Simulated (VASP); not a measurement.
# BN (P1) in VASP: notebook

Runs on BN. Level: r2SCAN. Tasks: single point.

All numbers are computed with VASP 6.6.1; they aren't measurements. Logs are shortened: lines on timing, memory, paths and dates and some standing lists are left out, and cuts for length are marked.

## 1. The cell of the first run

The typed cell holds 4 atoms: a = 2.554 Å, b = 2.554 Å, c = 4.227 Å, α = 90.00°, β = 90.00°, γ = 120.00°.

## 2. Single point, r2SCAN (atom 3 (N) moved by (-0.225, +0.450) A along x and z)

Contents of POSCAR:

```
BN
1.0
    2.5539396017      0.0000000000      0.0000000000
   -1.2769698009      2.2117765748      0.0000000000
    0.0000000000      0.0000000000      4.2268550000
B N
2 2
Direct
    0.6666666667      0.3333333333      0.9997240000
    0.3333333333      0.6666666667      0.4997240000
    0.5785674807      0.3333333333      0.7317381332
    0.3333333333      0.6666666667      0.1252760000
```

Contents of INCAR.step1:

```
SYSTEM = BN
PREC = Accurate
ENCUT = 520
ISMEAR = 0
SIGMA = 0.05
LREAL = .FALSE.
LASPH = .TRUE.
NELM = 60
NBANDS = 16
GGA = PE
ALGO = Normal
EDIFF = 1E-4
LWAVE = .TRUE.
LCHARG = .FALSE.
```

Contents of INCAR.step2:

```
SYSTEM = BN
PREC = Accurate
ENCUT = 520
EDIFF = 1E-7
ISMEAR = 0
SIGMA = 0.05
LREAL = .FALSE.
LASPH = .TRUE.
NELM = 60
ALGO = Normal
ISIF = 2
LWAVE = .FALSE.
LCHARG = .TRUE.
METAGGA = R2SCAN
LMIXTAU = .TRUE.
LELF = .TRUE.
LVHAR = .TRUE.
NBANDS = 16
ISTART = 1
```

Contents of KPOINTS:

```
Automatic mesh
0
G
  12 12 6
  0 0 0
```

Potentials or basis: VASP PAW PBE potentials, release 64 (B, N).

Started as:

```
> cat potpaw_PBE.64/B/POTCAR potpaw_PBE.64/N/POTCAR > POTCAR
> cp INCAR.step1 INCAR
> mpirun -np 1 vasp_std > vasp.out
> cp INCAR.step2 INCAR
> mpirun -np 1 vasp_std > vasp.out
```

OUTCAR:

```text
SYSTEM = BN
   PREC = Accurate
   ENCUT = 520
   EDIFF = 1E-7
   ISMEAR = 0
   LREAL = .FALSE.
   LASPH = .TRUE.
   NELM = 60
   ISIF = 2
   METAGGA = R2SCAN
   ISTART = 1

 ion  position               nearest neighbor table
   1  0.667  0.333  1.000-   3 1.15   4 1.57   4 1.57   4 1.57
   2  0.333  0.667  0.500-   4 1.58   3 1.62   3 1.79   3 1.94
   3  0.579  0.333  0.732-   1 1.15   2 1.62   2 1.79   2 1.94
   4  0.333  0.667  0.125-   1 1.57   1 1.57   1 1.57   2 1.58

  LATTYP: Found a hexagonal cell.
 ALAT       =     2.5539396017
 C/A-ratio  =     1.6550332659

  Lattice vectors:

 A1 = (   2.5539396017,   0.0000000000,   0.0000000000)
 A2 = (  -1.2769698009,   2.2117765748,   0.0000000000)
 A3 = (   0.0000000000,   0.0000000000,   4.2268550000)

Analysis of symmetry for initial positions (statically):
=====================================================================
 Subroutine PRICEL returns:
 Original cell was already a primitive cell.

 Routine SETGRP: Setting up the symmetry group for a
 hexagonal supercell.

 Subroutine GETGRP returns: Found  1 space group operations
 (whereof  1 operations were pure point group operations)
 out of a pool of 24 trial point group operations.

The static configuration has the point symmetry C_1 .

Analysis of symmetry for dynamics (positions and initial velocities):
=====================================================================
 Subroutine PRICEL returns:
 Original cell was already a primitive cell.

 Routine SETGRP: Setting up the symmetry group for a
 hexagonal supercell.

 Subroutine GETGRP returns: Found  1 space group operations
 (whereof  1 operations were pure point group operations)
 out of a pool of 24 trial point group operations.

The dynamic configuration has the point symmetry C_1 .

 Subroutine INISYM returns: Found  1 space group operations
 (whereof  1 operations are pure point group operations),
 and found     1 'primitive' translations

----------------------------------------------------------------------------------------

                                     Primitive cell

  volume of cell :      23.8764

  direct lattice vectors                    reciprocal lattice vectors
     2.553939602  0.000000000  0.000000000     0.391551938  0.226062617  0.000000000
    -1.276969801  2.211776575  0.000000000     0.000000000  0.452125233  0.000000000
     0.000000000  0.000000000  4.226855000     0.000000000  0.000000000  0.236582518

  length of vectors
     2.553939602  2.553939602  4.226855000     0.452125233  0.452125233  0.236582518

  position of ions in fractional coordinates (direct lattice)
     0.666666667  0.333333333  0.999724000
     0.333333333  0.666666667  0.499724000
     0.578567481  0.333333333  0.731738133
     0.333333333  0.666666667  0.125276000

  ion indices of the primitive-cell ions
   primitive index   ion index
                 1           1
                 2           2
                 3           3
                 4           4

----------------------------------------------------------------------------------------

 KPOINTS: Automatic mesh

Automatic generation of k-mesh.
 Grid dimensions read from file:
 generate k-points for:   12   12    6

 Generating k-lattice:

  Cartesian coordinates                     Fractional coordinates (reciprocal lattice)
     0.032629328  0.018838551  0.000000000     0.083333333  0.000000000  0.000000000
     0.000000000  0.037677103  0.000000000     0.000000000  0.083333333  0.000000000
     0.000000000  0.000000000  0.039430420     0.000000000  0.000000000  0.166666667

  Length of vectors
     0.037677103  0.037677103  0.039430420

  Shift w.r.t. Gamma in fractional coordinates (k-lattice)
     0.000000000  0.000000000  0.000000000

 Subroutine IBZKPT returns following result:
 ===========================================

 Found    436 irreducible k-points:

 Following reciprocal coordinates:
            Coordinates               Weight
  0.000000  0.000000  0.000000      1.000000
  0.083333  0.000000  0.000000      2.000000
  0.000000  0.083333  0.000000      2.000000
 -0.083333  0.083333  0.000000      2.000000
  0.166667  0.000000  0.000000      2.000000
  0.000000  0.166667  0.000000      2.000000
[... 16 lines left out ...]
  0.166667  0.083333  0.000000      2.000000
 -0.083333  0.250000  0.000000      2.000000
 [... further k-points ...]
   k-points           NKPTS =    436   k-points in BZ     NKDIM =    436   number of bands    NBANDS=     16
   number of dos      NEDOS =    301   number of ions     NIONS =      4
   total plane-waves  NPLWV =  12800
   dimension x,y,z NGX =    20 NGY =   20 NGZ =   32
   dimension x,y,z NGXF=    40 NGYF=   40 NGZF=   64
   ions per type =               2   2
   NGX,Y,Z   is equivalent  to a cutoff of  13.02, 13.02, 12.59 a.u.
   NGXF,Y,Z  is equivalent  to a cutoff of  26.04, 26.04, 25.17 a.u.
 SYSTEM =  BN
   PREC   = accura    normal or accurate (medium, high low for compatibility)
   ISTART =      1    job   : 0-new  1-cont  2-samecut
   ICHARG =      0    charge: 1-file 2-atom 10-const
   ISPIN  =      1    spin polarized calculation?
   LNONCOLLINEAR =      F non collinear calculations
   LSORBIT =      F    spin-orbit coupling
   LASPH  =      T    aspherical Exc in radial PAW
   ENCUT  =  520.0 eV  38.22 Ry    6.18 a.u.   4.75  4.75  7.86*2*pi/ulx,y,z
   NELM   =     60;   NELMIN=  2; NELMDL=  0     # of ELM steps
   EDIFF  = 0.1E-06   stopping-criterion for ELM
   LREAL  =      F    real-space projection
   EDIFFG = 0.1E-05   stopping-criterion for IOM
   NSW    =      0    number of steps for IOM
   IBRION =     -1    ionic relax: 0-MD 1-quasi-New 2-CG
   NFREE  =      0    steps in history (QN), initial steepest desc. (CG)
   ISIF   =      2    stress and relaxation
   ISYM   =      2    0-nonsym 1-usesym 2-fastsym
   POTIM  = 0.5000    time-step for ionic-motion
   TEBEG  =    0.0;   TEEND  =   0.0 temperature during run
   PSTRESS=    0.0 pullay stress
   NELECT =      16.0000    total number of electrons
   NUPDOWN=      -1.0000    fix difference up-down
   EMIN   =  10.00;   EMAX   =-10.00  energy-range for DOS
   EFERMI =   0.00;   METHOD = LEGACY
   ISMEAR =     0;   SIGMA  =   0.05  broadening in eV -4-tet -1-fermi 0-gaus
   EFERMI_NEDOS =   21; number of points for ismear=-14 and -15
   IALGO  =     38    algorithm
   IMIX   =      4    mixing-type and parameters
     AMIX     =   0.40;   BMIX     =  1.00
     AMIX_MAG =   1.60;   BMIX_MAG =  1.00
  volume/ion in A,a.u.               =       5.97        40.28
  Fermi-wavevector in a.u.,A,eV,Ry     =   1.432600  2.707222 27.923836  2.052344
  Thomas-Fermi vector in A             =   2.552210
   LORBIT       =      0    0 simple, 1 ext, 2 COOP (PROOUT), +10 PAW based schemes
   METAGGA = R2SCAN    functional components
   LHFCALC =     F    Hartree Fock is set to
   AEXX    =    0.0000 exact exchange contribution
   IVDW    =     0    specifies the selected vdW correction
   LEPSILON=     F    determine dielectric tensor
   LRPA    =     F    only Hartree local field effects (RPA)
 non-spin polarized calculation
 Gauss-broadening in eV      SIGMA  =   0.05
  energy-cutoff  :      520.00
  volume of cell :       23.88
 maximum number of plane-waves:       660
   NGX =  9   NGY =  9   NGZ = 15

 number of electron      15.9999999 magnetization

 Free energy of the ion-electron system (eV)
  ---------------------------------------------------
  ext. energy  EPLUGINS =         0.00000000
  ---------------------------------------------------
  free energy    TOTEN  =       -32.47206139 eV

  energy without entropy =      -32.47206139  energy(sigma->0) =      -32.47206139

 E-fermi :   8.9114     XC(G=0): -13.5661

 val. band max:        8.5707287328   @ k =   0.0000   0.0000   0.0000
 cond. band min:       9.8175133258   @ k =   0.3333   0.3333   0.0000
 fundamental gap:      1.2467845930
 Fermi energy:         8.9113753175

 k-point     1 :       0.0000    0.0000    0.0000
  band No.  band energies     occupation
      1     -14.5619      2.00000
      2      -9.7781      2.00000
      3      -4.5477      2.00000
      4       4.1601      2.00000
      5       4.5262      2.00000
      6       5.2673      2.00000
[... 8 lines left out ...]
     15      21.9685      0.00000
     16      26.4947      0.00000

 k-point     2 :       0.0833    0.0000    0.0000
  band No.  band energies     occupation
      1     -14.4126      2.00000
      2      -9.6605      2.00000
      3      -4.4031      2.00000
      4       3.7360      2.00000
      5       4.1913      2.00000
      6       4.9438      2.00000
[... 8 lines left out ...]
     15      22.1445      0.00000
     16      25.6712      0.00000

 k-point     3 :       0.0000    0.0833    0.0000
  band No.  band energies     occupation
      1     -14.4092      2.00000
      2      -9.6645      2.00000
      3      -4.4009      2.00000
      4       3.4634      2.00000
      5       4.4581      2.00000
      6       4.9523      2.00000
[... 8 lines left out ...]
     15      22.0892      0.00000
     16      26.1205      0.00000

 k-point     4 :      -0.0833    0.0833    0.0000
  band No.  band energies     occupation
      1     -14.4072      2.00000
      2      -9.6662      2.00000
      3      -4.4001      2.00000
      4       3.3077      2.00000
      5       4.6137      2.00000
      6       4.9346      2.00000
[... 8 lines left out ...]
     15      21.7904      0.00000
     16      26.0915      0.00000
[... 324 lines left out ...]
 k-point    22 :      -0.1667    0.0833    0.0000
  band No.  band energies     occupation
      1     -14.1097      2.00000
      2      -9.4432      2.00000
      3      -4.1133      2.00000
      4       2.5148      2.00000
      5       3.7510      2.00000
      6       4.6776      2.00000
[... 8 lines left out ...]
     15      22.1080      0.00000
     16      25.0319      0.00000

 k-point    23 :       0.1667    0.0833    0.0000
  band No.  band energies     occupation
      1     -13.5439      2.00000
      2      -9.0259      2.00000
      3      -3.5615      2.00000
      4       1.4048      2.00000
      5       2.4884      2.00000
      6       3.8440      2.00000
[... 8 lines left out ...]
     15      22.9579      0.00000
     16      24.9266      0.00000

 k-point    24 :      -0.0833    0.2500    0.0000
  band No.  band energies     occupation
      1     -13.5002      2.00000
      2      -9.0828      2.00000
      3      -3.5338      2.00000
      4       0.7836      2.00000
      5       2.9666      2.00000
      6       4.0987      2.00000
[... 8 lines left out ...]
     15      23.2698      0.00000
     16      25.5942      0.00000

 [... further k-points ...]

------------------------ aborting loop because EDIFF is reached ----------------------------------------

  FORCE on cell =-STRESS in cart. coord.  units (eV):
  Direction    XX          YY          ZZ          XY          YZ          ZX
  --------------------------------------------------------------------------------------
  -------------------------------------------------------------------------------------
  Total        3.6464032      2.4339457     18.6153947      0.2671851      0.1886197      2.5045904
  in kB      244.6842649    163.3248407   1249.1471599     17.9289008     12.6569318    168.0653030
  external PRESSURE =     552.3854218 kB  Pullay stress =       0.0000000 kB

 VOLUME and BASIS-vectors are now :
 -----------------------------------------------------------------------------
  energy-cutoff  :      520.00
  volume of cell :       23.88
      direct lattice vectors                 reciprocal lattice vectors
     2.553939602  0.000000000  0.000000000     0.391551938  0.226062617  0.000000000
    -1.276969801  2.211776575  0.000000000     0.000000000  0.452125233  0.000000000
     0.000000000  0.000000000  4.226855000     0.000000000  0.000000000  0.236582518

 POSITION                                       TOTAL-FORCE (eV/Angst)
 -----------------------------------------------------------------------------------
      1.27697      0.73726      4.22569         2.440361     -0.007030     20.243349
     -0.00000      1.47452      2.11226        -0.093312      0.312393      4.500975
      1.05197      0.73726      3.09295        -2.251276     -0.419317    -31.874693
     -0.00000      1.47452      0.52952        -0.095773      0.113955      7.130369
 -----------------------------------------------------------------------------------
    total drift:                               -0.000093      0.000238     -0.000218

  FREE ENERGIE OF THE ION-ELECTRON SYSTEM (eV)
  ---------------------------------------------------
  free  energy   TOTEN  =       -32.4720613896 eV

  energy  without entropy=      -32.4720613896  energy(sigma->0) =      -32.47206139
```

Wall time 4.1 min (1 thread of Intel Xeon 6975P-C (Granite Rapids), shared host); peak memory 0.24 GiB.

What came out:

- Free energy: -32.4721 eV
- Pressure: 55.2 GPa
- Largest force: 31.957 eV/Å
- Band gap on the k mesh: 1.25 eV, indirect (least direct gap 4.39 eV)

Forces on the atoms (eV/Å):
```
B     2.440  -0.007  20.243
B    -0.093   0.312   4.501
N    -2.251  -0.419 -31.875
N    -0.096   0.114   7.130
```

Stress tensor (GPa, compression positive):
```
 24.47   1.79  16.81
  1.79  16.33   1.27
 16.81   1.27 124.91
```

Levels at points of the mesh, in eV from the valence-band top:
| k point | band 6 | band 7 | band 8 | band 9 | band 10 | band 11 |
| --- | --- | --- | --- | --- | --- | --- |
| (0.00, 0.00, 0.00) | -3.30 | -0.44 | 0.00 | 5.93 | 7.35 | 7.89 |
| (0.50, 0.00, 0.00) | -6.72 | -5.74 | -1.61 | 2.77 | 5.50 | 7.15 |
| (0.00, 0.50, 0.00) | -6.59 | -6.42 | -1.54 | 4.11 | 4.93 | 7.44 |
| (0.50, 0.50, 0.00) | -7.04 | -6.50 | -1.33 | 5.21 | 5.78 | 6.85 |
| (0.00, 0.00, 0.50) | -3.11 | -1.23 | -0.73 | 6.78 | 7.43 | 8.37 |
| (0.50, 0.00, 0.50) | -6.18 | -4.60 | -2.95 | 3.29 | 5.46 | 8.59 |
| (0.00, 0.50, 0.50) | -5.95 | -4.57 | -2.40 | 3.85 | 4.31 | 8.17 |
| (0.50, 0.50, 0.50) | -5.99 | -4.37 | -2.57 | 4.03 | 4.61 | 8.23 |

Caveat: the cell differs from its parent crystal (atom 3 (N) moved by (-0.225, +0.450) A along x and z); the PAW data sets were made with another functional, which shifts forces and pressure a little. A k mesh can miss the band edges.

## 3. Single point, r2SCAN (atom 3 (N) moved by (-0.225, -0.225) A along x and z)

Edit POSCAR of step 2 so:

```diff
@@ -10,3 +10,3 @@
     0.3333333333      0.6666666667      0.4997240000
-    0.5785674807      0.3333333333      0.7317381332
+    0.5785674807      0.3333333333      0.5720449334
     0.3333333333      0.6666666667      0.1252760000
```

Contents of INCAR.step1:

```
SYSTEM = BN
ALGO = Normal
EDIFF = 1E-4
ENCUT = 520
GGA = PE
ISMEAR = 0
LASPH = .TRUE.
LCHARG = .FALSE.
LREAL = .FALSE.
LWAVE = .TRUE.
NBANDS = 16
NELM = 100
PREC = Accurate
SIGMA = 0.05
```

Contents of INCAR.step2:

```
SYSTEM = BN
ALGO = Normal
EDIFF = 1E-6
ENCUT = 520
ISIF = 2
ISMEAR = 0
ISTART = 1
LASPH = .TRUE.
LCHARG = .FALSE.
LMIXTAU = .TRUE.
LREAL = .FALSE.
LWAVE = .FALSE.
METAGGA = R2SCAN
NBANDS = 16
NELM = 100
PREC = Accurate
SIGMA = 0.05
```

Contents of KPOINTS:

```
k-points
0
G
  12 12 6
  0 0 0
```

Potentials or basis: VASP PAW PBE potentials, release 64 (B, N).

Started as:

```
> cat potpaw_PBE.64/B/POTCAR potpaw_PBE.64/N/POTCAR > POTCAR
> cp INCAR.step1 INCAR
> mpirun -np 1 vasp_std > vasp.out
> cp INCAR.step2 INCAR
> mpirun -np 1 vasp_std > vasp.out
```

It took 3.7 min on 1 thread of Intel Xeon 6975P-C (Granite Rapids), shared host; peak memory 0.24 GiB.

The run converged. Its results:

* Free energy: -36.5368 eV
* Pressure: 16.3 GPa
* Largest force: 11.705 eV/Å
* Band gap on the k mesh: 4.77 eV, indirect (least direct gap 6.70 eV)

Forces in eV/Å, atoms in the order of the input:
```
B   -0.884  0.052 -0.152
B   -7.020  2.808 -4.010
N    8.261 -2.940  7.754
N   -0.357  0.080 -3.591
```

Stress tensor (GPa, compression positive):
```
 21.49 -19.14   5.92
-19.14  11.62  -5.20
  5.92  -5.20  15.90
```

Levels at points of the mesh, in eV from the valence-band top:
| k point | band 6 | band 7 | band 8 | band 9 | band 10 | band 11 |
| --- | --- | --- | --- | --- | --- | --- |
| (0.00, 0.00, 0.00) | -1.56 | -0.62 | 0.00 | 6.70 | 7.39 | 8.87 |
| (0.50, 0.00, 0.00) | -7.15 | -3.96 | -3.33 | 5.34 | 6.69 | 9.91 |
| (0.00, 0.50, 0.00) | -6.04 | -4.42 | -3.40 | 5.43 | 7.36 | 9.43 |
| (0.50, 0.50, 0.00) | -5.94 | -5.37 | -3.21 | 6.28 | 8.74 | 9.43 |
| (0.00, 0.00, 0.50) | -2.08 | -1.94 | -0.83 | 7.09 | 7.99 | 9.28 |
| (0.50, 0.00, 0.50) | -4.82 | -4.56 | -3.24 | 5.02 | 6.44 | 8.79 |
| (0.00, 0.50, 0.50) | -4.69 | -4.25 | -2.94 | 5.36 | 5.46 | 7.97 |
| (0.50, 0.50, 0.50) | -4.42 | -4.23 | -3.04 | 5.19 | 6.06 | 8.05 |

Caveat: the cell differs from its parent crystal (atom 3 (N) moved by (-0.225, -0.225) A along x and z); the PAW data sets were made with another functional, which shifts forces and pressure a little. A k mesh can miss the band edges.
